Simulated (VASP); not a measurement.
# CoO (Pm-3m) in VASP: a series of runs, part 2 of 2

VASP 6.6.1.

## (4) Single point, r2SCAN+U

This run uses another cell than the first one, of 10.02 Å³/atom, 1.100 times its volume.

POSCAR reads:

```
CoO
1.0
    2.7163853052      0.0000000000      0.0000000000
    0.0000000000      2.7163853052      0.0000000000
    0.0000000000      0.0000000000      2.7163853052
Co O
1 1
Direct
    0.0000000000      0.0000000000      0.0000000000
    0.5000000000      0.5000000000      0.5000000000
```

INCAR.step1 reads:

```
SYSTEM = CoO
ALGO = Normal
EDIFF = 1E-4
ENCUT = 520
GGA = PE
ISMEAR = 0
LASPH = .True.
LCHARG = .False.
LDAU = .True.
LDAUJ = 0 0
LDAUL = 2 -1
LDAUTYPE = 2
LDAUU = 3.32 0
LMAXMIX = 4
LREAL = .False.
LWAVE = .True.
NBANDS = 14
NELM = 150
PREC = Accurate
SIGMA = 0.02
```

INCAR.step2 reads:

```
SYSTEM = CoO
ALGO = Normal
EDIFF = 1E-6
ENCUT = 520
ISIF = 2
ISMEAR = 0
ISTART = 1
LASPH = .True.
LCHARG = .False.
LDAU = .True.
LDAUJ = 0 0
LDAUL = 2 -1
LDAUPRINT = 1
LDAUTYPE = 2
LDAUU = 3.32 0
LMAXMIX = 4
LMIXTAU = .True.
LREAL = .False.
LWAVE = .False.
METAGGA = R2SCAN
NBANDS = 14
NELM = 150
PREC = Accurate
SIGMA = 0.02
```

KPOINTS reads:

```
k-points
0
Gamma
  10 10 10
  0 0 0
```

Potentials or basis: VASP PAW PBE potentials, release 64 (Co, O).

Run with:

```console
$ cat potpaw_PBE.64/Co/POTCAR potpaw_PBE.64/O/POTCAR > POTCAR
$ cp INCAR.step1 INCAR
$ mpirun -np 1 vasp_std > vasp.out
$ cp INCAR.step2 INCAR
$ mpirun -np 1 vasp_std > vasp.out
```

OUTCAR:

```text
SYSTEM = CoO
   EDIFF = 1E-6
   ENCUT = 520
   ISIF = 2
   ISMEAR = 0
   ISTART = 1
   LASPH = .True.
   LREAL = .False.
   METAGGA = R2SCAN
   NELM = 150
   PREC = Accurate

 ion  position               nearest neighbor table
   1  0.000  0.000  0.000-   2 2.35   2 2.35   2 2.35   2 2.35   2 2.35   2 2.35   2 2.35   2 2.35

   2  0.500  0.500  0.500-   1 2.35   1 2.35   1 2.35   1 2.35   1 2.35   1 2.35   1 2.35   1 2.35

  LATTYP: Found a simple cubic cell.
 ALAT       =     2.7163853052

  Lattice vectors:

 A1 = (   2.7163853052,   0.0000000000,   0.0000000000)
 A2 = (   0.0000000000,   2.7163853052,   0.0000000000)
 A3 = (   0.0000000000,   0.0000000000,   2.7163853052)

Analysis of symmetry for initial positions (statically):
=====================================================================
 Subroutine PRICEL returns:
 Original cell was already a primitive cell.

 Routine SETGRP: Setting up the symmetry group for a
 simple cubic supercell.

 Subroutine GETGRP returns: Found 48 space group operations
 (whereof 48 operations were pure point group operations)
 out of a pool of 48 trial point group operations.

The static configuration has the point symmetry O_h .

Analysis of symmetry for dynamics (positions and initial velocities):
=====================================================================
 Subroutine PRICEL returns:
 Original cell was already a primitive cell.

 Routine SETGRP: Setting up the symmetry group for a
 simple cubic supercell.

 Subroutine GETGRP returns: Found 48 space group operations
 (whereof 48 operations were pure point group operations)
 out of a pool of 48 trial point group operations.

The dynamic configuration has the point symmetry O_h .

 Subroutine INISYM returns: Found 48 space group operations
 (whereof 48 operations are pure point group operations),
 and found     1 'primitive' translations
[... 165 lines left out ...]
  o =  0.9457  v =  0.0000  0.0000 -0.0209 -0.0000 -0.9998  0.0000  0.0000  0.0000  0.0000  0.0000      0.0000  0.0000  0.0000  0.0000  0.0000  0.0000  0.0000  0.0000  0.0000  0.0000
  o =  0.9457  v =  0.0000  0.0000  0.0000  0.0000  0.0000  0.0000  0.0000 -0.0209 -0.0000 -0.9998      0.0000  0.0000  0.0000  0.0000  0.0000  0.0000  0.0000  0.0000  0.0000  0.0000
  o =  0.9457  v =  0.0000  0.0000  0.0000  0.0000  0.0000  0.0000  0.0000 -0.9998 -0.0000  0.0209      0.0000  0.0000  0.0000  0.0000  0.0000  0.0000  0.0000  0.0000  0.0000  0.0000
  o =  0.9457  v =  0.0000  0.0000 -0.9998 -0.0000  0.0209  0.0000  0.0000  0.0000  0.0000  0.0000      0.0000  0.0000  0.0000  0.0000  0.0000  0.0000  0.0000  0.0000  0.0000  0.0000

 number of electron      15.0000001 magnetization

 Free energy of the ion-electron system (eV)
  ---------------------------------------------------
  ext. energy  EPLUGINS =         0.00000000
  ---------------------------------------------------
  free energy    TOTEN  =       -15.58189500 eV

  energy without entropy =      -15.58098934  energy(sigma->0) =      -15.58144217

 E-fermi :   6.5604     XC(G=0): -12.9711

 val. band max:        6.5575900578   @ k =   0.3000   0.0000   0.0000
 cond. band min:       6.5706755752   @ k =   0.4000   0.3000   0.2000
 fundamental gap:      0.0130855175
 Fermi energy:         6.5603584252

 k-point     1 :       0.0000    0.0000    0.0000
  band No.  band energies     occupation
      1     -13.8696      2.00000
      2       3.1239      2.00000
      3       3.1240      2.00000
      4       4.0074      2.00000
      5       4.0074      2.00000
      6       4.0074      2.00000
      7       6.5088      1.99973
      8       6.5089      1.99973
      9       6.5089      1.99973
     10       7.7316      0.00000
     11      22.0751      0.00000
     12      22.0752      0.00000
     13      26.7208      0.00000
     14      26.7208      0.00000
[... 377 lines left out ...]
      1     -13.1855      2.00000
      2       0.4575      2.00000
      3       2.9278      2.00000
      4       3.2436      2.00000
      5       3.7649      2.00000
      6       4.8909      2.00000
      7       6.3678      2.00000
      8       6.7661      0.00000
      9       7.1693      0.00000
     10      11.5584      0.00000
     11      18.1471      0.00000
     12      21.9295      0.00000
     13      24.8638      0.00000
     14      25.7878      0.00000

 [... further k-points ...]
[... 5 lines left out ...]
  --------------------------------------------------------------------------------------
  -------------------------------------------------------------------------------------
  Total       -4.2380724     -4.2380724     -4.2380724     -0.0000000     -0.0000000      0.0000000
  in kB     -338.7699182   -338.7699182   -338.7699182     -0.0000000     -0.0000000      0.0000000
  external PRESSURE =    -338.7699182 kB  Pullay stress =       0.0000000 kB

 VOLUME and BASIS-vectors are now :
 -----------------------------------------------------------------------------
  energy-cutoff  :      520.00
  volume of cell :       20.04
      direct lattice vectors                 reciprocal lattice vectors
     2.716385305  0.000000000  0.000000000     0.368136287  0.000000000  0.000000000
     0.000000000  2.716385305  0.000000000     0.000000000  0.368136287  0.000000000
     0.000000000  0.000000000  2.716385305     0.000000000  0.000000000  0.368136287

 POSITION                                       TOTAL-FORCE (eV/Angst)
 -----------------------------------------------------------------------------------
      0.00000      0.00000      0.00000         0.000000      0.000000      0.000000
      1.35819      1.35819      1.35819         0.000000      0.000000      0.000000
 -----------------------------------------------------------------------------------
    total drift:                               -0.000000      0.000000      0.000000

  FREE ENERGIE OF THE ION-ELECTRON SYSTEM (eV)
  ---------------------------------------------------
  free  energy   TOTEN  =       -15.5818949964 eV

  energy  without entropy=      -15.5809893448  energy(sigma->0) =      -15.58144217
```

OUTCAR.step1:

```text
SYSTEM = CoO
   EDIFF = 1E-4
   ENCUT = 520
   GGA = PE
   ISMEAR = 0
   LASPH = .True.
   LREAL = .False.
[... 633 lines left out ...]
      0.00000      0.00000      0.00000         0.000000      0.000000      0.000000
      1.35819      1.35819      1.35819         0.000000      0.000000      0.000000
 -----------------------------------------------------------------------------------
    total drift:                               -0.000000      0.000000      0.000000

  FREE ENERGIE OF THE ION-ELECTRON SYSTEM (eV)
  ---------------------------------------------------
  free  energy   TOTEN  =        -8.4871080867 eV

  energy  without entropy=       -8.4866886966  energy(sigma->0) =       -8.48689839
```

Run time: 29 s. Hardware: 1 thread of AMD EPYC 9R45 (Zen 5), shared host; peak memory 0.11 GiB.

Results:

- Free energy: -15.5819 eV
- Pressure: -33.9 GPa

Eigenvalues of the final occupation matrices:
```
    site  spin  trace               eigenvalues
site 1 d     1   3.68  0.60 0.60 0.60 0.95 0.95
site 1 d     2   3.68  0.60 0.60 0.60 0.95 0.95
```

Caveat: the PAW data sets were made with another functional, which shifts forces and pressure a little; an odd number of electrons without spin polarisation forces a metal; a magnetic or distorted state may lie lower; the run has no spin polarisation, though such a crystal can be magnetic; U without spin polarisation on a metal has little footing. Spin polarisation is off, so any magnetic state and its effect on volume and gap are missing.

## (5) Single point, r2SCAN+U

This run uses another cell than the first one, of 10.75 Å³/atom, 1.180 times its volume.

POSCAR reads:

```
CoO
1.0
    2.7807021955      0.0000000000      0.0000000000
    0.0000000000      2.7807021955      0.0000000000
    0.0000000000      0.0000000000      2.7807021955
Co O
1 1
Direct
    0.0000000000      0.0000000000      0.0000000000
    0.5000000000      0.5000000000      0.5000000000
```

INCAR.step1 reads:

```
  PREC = Accurate
  ENCUT = 520
  ISMEAR = 0
  SIGMA = 0.02
  LREAL = F
  LASPH = T
  NELM = 150
  LMAXMIX = 4
  LDAU = T
  LDAUTYPE = 2
  LDAUL = 2 -1
  LDAUU = 3.32 0
  LDAUJ = 0 0
  NBANDS = 14
  GGA = PE
  ALGO = Normal
  EDIFF = 1E-4
  LWAVE = T
  LCHARG = F
```

INCAR.step2 reads:

```
  PREC = Accurate
  ENCUT = 520
  EDIFF = 1E-6
  ISMEAR = 0
  SIGMA = 0.02
  LREAL = F
  LASPH = T
  NELM = 150
  ALGO = Normal
  ISIF = 2
  LWAVE = F
  LCHARG = F
  LMAXMIX = 4
  LDAU = T
  LDAUTYPE = 2
  LDAUL = 2 -1
  LDAUU = 3.32 0
  LDAUJ = 0 0
  LDAUPRINT = 1
  METAGGA = R2SCAN
  LMIXTAU = T
  NBANDS = 14
  ISTART = 1
```

KPOINTS reads:

```
Automatic mesh
0
Gamma
  10 10 10
```

Run with:

```console
$ cat potpaw_PBE.64/Co/POTCAR potpaw_PBE.64/O/POTCAR > POTCAR
$ cp INCAR.step1 INCAR
$ mpirun -np 1 vasp_std > vasp.out
$ cp INCAR.step2 INCAR
$ mpirun -np 1 vasp_std > vasp.out
```

Wall time 43 s (1 thread of AMD EPYC 9R45 (Zen 5), shared host); peak memory 0.12 GiB.

It converged, with:

```yaml
Free_energy: -15.2554 eV
Pressure: -37.9 GPa
```

Levels at points of the mesh, in eV from the Fermi level:
| k point | band 3 | band 4 | band 5 | band 6 | band 7 | band 8 | band 9 | band 10 | band 11 | band 12 |
| --- | --- | --- | --- | --- | --- | --- | --- | --- | --- | --- |
| (0.00, 0.00, 0.00) | -3.22 | -2.31 | -2.31 | -2.31 | -0.04 | -0.04 | -0.04 | 0.85 | 15.15 | 15.15 |
| (0.50, 0.00, 0.00) | -2.98 | -2.92 | -2.92 | -1.18 | 0.03 | 0.83 | 0.83 | 6.36 | 7.62 | 17.17 |
| (0.50, 0.50, 0.00) | -5.01 | -2.82 | -1.60 | -1.14 | -0.79 | -0.51 | -0.51 | 6.03 | 10.99 | 10.99 |
| (0.50, 0.50, 0.50) | -5.33 | -5.33 | -1.11 | -1.11 | 1.07 | 1.07 | 1.07 | 7.69 | 7.69 | 7.69 |

Eigenvalues of the final occupation matrices:
| site | spin | trace | eigenvalues |
| --- | --- | --- | --- |
| site 1 d | 1 | 3.66 | 0.59 0.59 0.59 0.95 0.95 |
| site 1 d | 2 | 3.66 | 0.59 0.59 0.59 0.95 0.95 |

Caveat: the PAW data sets were made with another functional, which shifts forces and pressure a little; an odd number of electrons without spin polarisation forces a metal; a magnetic or distorted state may lie lower; the run has no spin polarisation, though such a crystal can be magnetic; U without spin polarisation on a metal has little footing. Spin polarisation is off, so any magnetic state and its effect on volume and gap are missing.

## (6) Relaxation of cell and atoms, r2SCAN+U

POSCAR reads:

```
CoO
1.0
    2.6314420519      0.0000000000      0.0000000000
    0.0000000000      2.6314420519      0.0000000000
    0.0000000000      0.0000000000      2.6314420519
Co O
1 1
Direct
    0.0000000000      0.0000000000      0.0000000000
    0.5000000000      0.5000000000      0.5000000000
```

INCAR.step1 reads:

```
SYSTEM = CoO
  ALGO = Normal
  EDIFF = 1E-4
  ENCUT = 600
  GGA = PE
  ISMEAR = 0
  LASPH = .True.
  LCHARG = .False.
  LDAU = .True.
  LDAUJ = 0 0
  LDAUL = 2 -1
  LDAUTYPE = 2
  LDAUU = 3.32 0
  LMAXMIX = 4
  LREAL = .False.
  LWAVE = .True.
  NELM = 150
  PREC = Accurate
  SIGMA = 0.02
```

INCAR.step2 reads:

```
SYSTEM = CoO
  ALGO = Normal
  EDIFF = 1E-7
  EDIFFG = -0.01
  ENCUT = 600
  IBRION = 2
  ISIF = 3
  ISMEAR = 0
  ISTART = 1
  LASPH = .True.
  LCHARG = .False.
  LDAU = .True.
  LDAUJ = 0 0
  LDAUL = 2 -1
  LDAUPRINT = 1
  LDAUTYPE = 2
  LDAUU = 3.32 0
  LMAXMIX = 4
  LMIXTAU = .True.
  LREAL = .False.
  LWAVE = .False.
  METAGGA = R2SCAN
  NELM = 150
  NSW = 80
  PREC = Accurate
  SIGMA = 0.02
```

KPOINTS reads:

```
k-points
0
Gamma
  10 10 10
  0 0 0
```

Potentials or basis: VASP PAW PBE potentials, release 64 (Co, O).

Run with:

```console
$ cat potpaw_PBE.64/Co/POTCAR potpaw_PBE.64/O/POTCAR > POTCAR
$ cp INCAR.step1 INCAR
$ mpirun -np 1 vasp_std > vasp.out
$ cp INCAR.step2 INCAR
$ mpirun -np 1 vasp_std > vasp.out
```

OUTCAR:

```text
SYSTEM = CoO
   EDIFF = 1E-7
   EDIFFG = -0.01
   ENCUT = 600
   IBRION = 2
   ISIF = 3
   ISMEAR = 0
   ISTART = 1
   LASPH = .True.
   LREAL = .False.
   METAGGA = R2SCAN
   NELM = 150
   NSW = 80
   PREC = Accurate

 ion  position               nearest neighbor table
   1  0.000  0.000  0.000-   2 2.28   2 2.28   2 2.28   2 2.28   2 2.28   2 2.28   2 2.28   2 2.28

   2  0.500  0.500  0.500-   1 2.28   1 2.28   1 2.28   1 2.28   1 2.28   1 2.28   1 2.28   1 2.28

  LATTYP: Found a simple cubic cell.
 ALAT       =     2.6314420519

  Lattice vectors:

 A1 = (   2.6314420519,   0.0000000000,   0.0000000000)
 A2 = (   0.0000000000,   2.6314420519,   0.0000000000)
 A3 = (   0.0000000000,   0.0000000000,   2.6314420519)

Analysis of symmetry for initial positions (statically):
=====================================================================
 Subroutine PRICEL returns:
 Original cell was already a primitive cell.
[... 722 lines left out ...]
  o =  0.6220  v =  0.0000  0.0000  0.0000  0.0000  0.0000  1.0000  0.0000  0.0000  0.0000  0.0000      0.0000  0.0000  0.0000  0.0000  0.0000  0.0000  0.0000  0.0000  0.0000  0.0000
  o =  0.6220  v =  0.0000  0.0973 -0.0000 -0.9953  0.0000  0.0000  0.0000  0.0000  0.0000  0.0000      0.0000  0.0000  0.0000  0.0000  0.0000  0.0000  0.0000  0.0000  0.0000  0.0000
  o =  0.6220  v =  0.0000  0.0000  0.0000  0.0000  0.0000  0.0000  0.0973 -0.0000 -0.9953  0.0000      0.0000  0.0000  0.0000  0.0000  0.0000  0.0000  0.0000  0.0000  0.0000  0.0000
  o =  0.6220  v =  0.0000 -0.9953  0.0000 -0.0973  0.0000  0.0000  0.0000  0.0000  0.0000  0.0000      0.0000  0.0000  0.0000  0.0000  0.0000  0.0000  0.0000  0.0000  0.0000  0.0000
  o =  0.6220  v =  0.0000  0.0000  0.0000  0.0000  0.0000  0.0000 -0.9953  0.0000 -0.0973  0.0000      0.0000  0.0000  0.0000  0.0000  0.0000  0.0000  0.0000  0.0000  0.0000  0.0000
  o =  0.9462  v =  0.0000  0.0000  0.0000  0.0000  0.0000  0.0000  0.0000  0.0386 -0.0000 -0.9993      0.0000  0.0000  0.0000  0.0000  0.0000  0.0000  0.0000  0.0000  0.0000  0.0000
  o =  0.9462  v =  0.0000  0.0000  0.0386 -0.0000 -0.9993  0.0000  0.0000  0.0000  0.0000  0.0000      0.0000  0.0000  0.0000  0.0000  0.0000  0.0000  0.0000  0.0000  0.0000  0.0000
  o =  0.9462  v =  0.0000  0.0000  0.0000  0.0000  0.0000  0.0000  0.0000  0.9993  0.0000  0.0386      0.0000  0.0000  0.0000  0.0000  0.0000  0.0000  0.0000  0.0000  0.0000  0.0000
  o =  0.9462  v =  0.0000  0.0000  0.9993  0.0000  0.0386  0.0000  0.0000  0.0000  0.0000  0.0000      0.0000  0.0000  0.0000  0.0000  0.0000  0.0000  0.0000  0.0000  0.0000  0.0000

--------------------------------------- Ionic step        6  -------------------------------------------

 number of electron      14.9999995 magnetization

 Free energy of the ion-electron system (eV)
  ---------------------------------------------------
  ext. energy  EPLUGINS =         0.00000000
  ---------------------------------------------------
  free energy    TOTEN  =       -16.10829511 eV

  energy without entropy =      -16.10756748  energy(sigma->0) =      -16.10793130

 E-fermi :   9.8712     XC(G=0): -14.4635

 val. band max:        9.8683252973   @ k =   0.1000   0.1000   0.0000
 cond. band min:       9.8786798072   @ k =   0.4000   0.4000   0.2000
 fundamental gap:      0.0103545100
 Fermi energy:         9.8712403048

 k-point     1 :       0.0000    0.0000    0.0000
  band No.  band energies     occupation
      1     -12.6809      2.00000
      2       5.5211      2.00000
      3       5.5211      2.00000
      4       6.4334      2.00000
      5       6.4334      2.00000
      6       6.4334      2.00000
      7       9.7453      2.00000
      8       9.7453      2.00000
      9       9.7453      2.00000
     10      12.5322      0.00000
     11      26.6263      0.00000
[... 351 lines left out ...]
  FREE ENERGIE OF THE ION-ELECTRON SYSTEM (eV)
  ---------------------------------------------------
  free  energy   TOTEN  =       -16.1082951070 eV

  energy  without entropy=      -16.1075674833  energy(sigma->0) =      -16.10793130

 reached required accuracy - stopping structural energy minimisation
```

Run time: 2.8 min. Hardware: 1 thread of AMD EPYC 9R45 (Zen 5), shared host; peak memory 0.13 GiB.

Results:

| Quantity | Value |
| --- | --- |
| Free energy | -16.1083 eV |
| Relaxed volume | 8.00 Å³/atom |
| Relaxed cell | a = 2.520 Å, b = 2.520 Å, c = 2.520 Å, α = 90.00°, β = 90.00°, γ = 90.00° |
| Space group after relaxing (to 0.05 Å) | Pm-3m (No. 221) |
| Energy gained by relaxing | 95.0 meV/atom |
| Ionic steps | 6 |
| Pressure after relaxing | 0.0 GPa |

Step by step:
```csv
step,energy change (eV),largest force (eV/Å),pressure (GPa),volume (Å³)
1,0.0000,0.0000,-24.39,18.22
2,-0.1067,0.0000,23.80,14.80
3,-0.1899,0.0000,-0.23,16.02
4,-0.1899,0.0000,0.45,15.98
5,-0.1899,0.0000,-0.31,16.03
6,-0.1899,0.0000,0.03,16.01
```

Final structure:
```yaml
crystal:
  lattice:
    - [2.52036, 0.00000, 0.00000]
    - [0.00000, 2.52036, 0.00000]
    - [0.00000, 0.00000, 2.52036]
  atoms:
    - { symbol: Co, position: [0.00000, 0.00000, 0.00000] }
    - { symbol: O, position: [0.50000, 0.50000, 0.50000] }
```

Eigenvalues of the final occupation matrices:
| site | spin | trace | eigenvalues |
| --- | --- | --- | --- |
| site 1 d | 1 | 3.76 | 0.62 0.62 0.62 0.95 0.95 |
| site 1 d | 2 | 3.76 | 0.62 0.62 0.62 0.95 0.95 |

Caveat: the PAW data sets were made with another functional, which shifts forces and pressure a little; an odd number of electrons without spin polarisation forces a metal; a magnetic or distorted state may lie lower; the run has no spin polarisation, though such a crystal can be magnetic; U without spin polarisation on a metal has little footing.

## (7) Overview

```csv
task,cell,cutoff (eV),gap on the mesh (eV),pressure (GPa)
single point,"a = 2.631 Å, 2 atoms",520,none,-24.2
single point,"a = 2.666 Å, 2 atoms",520,none,-28.8
single point,"a = 2.716 Å, 2 atoms",520,none,-33.9
single point,"a = 2.781 Å, 2 atoms",520,none,-37.9
relaxation of cell and atoms,"relaxed from a = 2.631 Å, 2 atoms",600,none,0.0
```

Alike in all rows: level r2SCAN+U; potentials or basis VASP PAW PBE potentials, release 64 (Co, O); no spin polarisation; Co d U = 3.32 eV; k mesh 10 × 10 × 10; smearing gaussian 0.02 eV.

Caveats: the PAW data sets were made with another functional, which shifts forces and pressure a little; an odd number of electrons without spin polarisation forces a metal; a magnetic or distorted state may lie lower; the run has no spin polarisation, though such a crystal can be magnetic; U without spin polarisation on a metal has little footing.

Total energies depend on the potentials used, so only differences within one code and one set of settings carry meaning.
